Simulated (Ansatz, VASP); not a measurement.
## One calculation of Fe, two programs

```
CELL_PARAMETERS angstrom
-1.38080 1.38080 1.38080
1.38080 -1.38080 1.38080
1.38080 1.38080 -1.38080
ATOMIC_POSITIONS crystal
Fe 0.00000 0.00000 0.00000
```

Alike in both runs: task single point; functional PBE; k mesh 16 × 16 × 16; occupations gaussian, width 0.6 eV; no spin polarisation.

```csv
,VASP,Ansatz
version,VASP 6.6.1,Ansatz 0.2.0
potentials or method,"VASP PAW PBE potentials, release 64 (Fe), cutoff 600 eV","plane waves (420 eV) with PAW, scalar-relativistic"
valence electrons in the cell,8,16
```

```tsv
	VASP	Ansatz	Ansatz less VASP
pressure (GPa)	3.3	3.9	+0.58
```

With one functional, cell and mesh, what is left measures potentials, basis and numerics. VASP's potentials hold 8 valence electrons a cell and Ansatz's 16, so a difference there can come from the potentials and not from the codes.
